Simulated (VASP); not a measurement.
Input of a VASP 6.6.1 run:

File INCAR:

```
ALGO     = Normal         # electronic algorithm
EDIFF    = 1E-6           # SCF threshold, eV
ENCUT    = 520            # plane-wave cutoff, eV
GGA      = PS             # functional
ISIF     = 2              # what is computed and relaxed
ISMEAR   = 0              # smearing method
LASPH    = True           # aspherical terms in the spheres
LCHARG   = True           # write CHGCAR
LELF     = True           # ELF
LREAL    = False          # projectors in reciprocal space
LVHAR    = True         
LWAVE    = False          # write WAVECAR
NBANDS   = 18             # bands
NELM     = 60             # most SCF steps
PREC     = Accurate       # precision mode
SIGMA    = 0.02           # smearing width, eV
```

KPOINTS

```
k-points
0
Gamma
  12 12 12
```

Contents of POSCAR:

```
NiO2
1.0
    1.3914836486      0.8033734591      6.7725153121
   -1.3914836486      0.8033734591      6.7725153121
    0.0000000000     -1.6067469182      6.7725153121
Ni O
1 2
Direct
    0.0000000000      0.0000000000      0.0000000000
    0.6207089526      0.6207089526      0.6207089526
    0.3792910474      0.3792910474      0.3792910474
```

Potentials or basis: VASP PAW PBE potentials, release 64 (Ni, O).

Command:

```bash
$ cat potpaw_PBE.64/Ni/POTCAR potpaw_PBE.64/O/POTCAR > POTCAR
$ mpirun -np 1 vasp_std > vasp.out
```

Question: Estimate the pressure.

Answer: 0.5 GPa.

Question: Estimate the largest force.

Answer: 0.062 eV/Å.

Question: Estimate the band gap on the k mesh.

Answer: 1.26 eV (least direct gap 1.49 eV).

Stress tensor (GPa, compression positive):
```
0.59 0.00 0.00
0.00 0.59 0.00
0.00 0.00 0.21
```

Caveat: the PAW data sets were made with another functional, which shifts forces and pressure a little; the run has no spin polarisation, though such a crystal can be magnetic. Spin polarisation is off, so any magnetic state and its effect on volume and gap are missing.
